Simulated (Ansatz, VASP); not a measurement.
# One calculation of SnSe, two programs

File INCAR:

```
SYSTEM = SnSe
PREC     = Accurate       ! precision mode
ENCUT    = 520            ! plane-wave cutoff, eV
EDIFF    = 1E-6           ! SCF threshold, eV
ISMEAR   = 0              ! smearing method
SIGMA    = 0.05           ! smearing width, eV
LREAL    = .False.        ! projectors in reciprocal space
LASPH    = .True.         ! aspherical terms in the spheres
NELM     = 100            ! most SCF steps
ALGO     = Normal         ! electronic algorithm
ISIF     = 2              ! what is computed and relaxed
LWAVE    = .False.        ! write WAVECAR
LCHARG   = .False.        ! write CHGCAR
GGA      = PE             ! functional
IVDW     = 12             ! dispersion correction
NBANDS   = 17             ! bands
```

KPOINTS

```
regular mesh
0
Gamma
  10 10 10
  0 0 0
```

POSCAR

```
SnSe
1.0
    0.0000000000      2.9439373071      2.9887688397
    2.9439373071      0.0000000000      2.9887688397
    2.9439373071      2.9439373071      0.0000000000
Sn Se
1 1
Direct
    0.0000000000      0.0000000000      0.0000000000
    0.5000000000      0.5000000000      0.5000000000
```

Input for Ansatz:

```yaml
crystal:
  lattice:
    - [0.0, 2.9439373071, 2.9887688397]
    - [2.9439373071, 0.0, 2.9887688397]
    - [2.9439373071, 2.9439373071, 0.0]
  atoms:
    - { symbol: Sn, position: [0.0, 0.0, 0.0] }
    - { symbol: Se, position: [0.5, 0.5, 0.5] }
basis:
  ecutwfc: 420
kpoints:
  mp_grid: { grid: [10, 10, 10] }
hamiltonian:
  xc: pbe
  dispersion: d3bj
scf:
  occupations: { method: gaussian, width: 0.05 }
output:
  forces: true
  stress: true
  eigenvalues: true
```

Change from the starting cell: strain -0.015 along x and y, +0.000 along z, atoms carried along.

Alike in both runs: task single point; functional PBE; dispersion D3(BJ); k mesh 10 × 10 × 10; occupations gaussian, width 0.05 eV; no spin polarisation.

```csv
,VASP,Ansatz
version,VASP 6.6.1,Ansatz 0.2.0
potentials or method,"VASP PAW PBE potentials, release 64 (Sn_d, Se), cutoff 520 eV","scalar-relativistic, plane waves, PAW"
valence electrons in the cell,20,30
```

```tsv
	VASP	Ansatz	Ansatz less VASP
gap on the k mesh at the Fermi level (eV)	0.43	0.43	+0.001
least direct gap on the mesh (eV)	0.54	0.54	0.000
pressure (GPa)	1.7	1.7	+0.01
traceless stress, the component that is largest in VASP (GPa)	-1.50	-1.50	+0.004
```

VASP's potentials hold 20 valence electrons a cell and Ansatz's 30, so a difference there can come from the potentials and not from the codes.
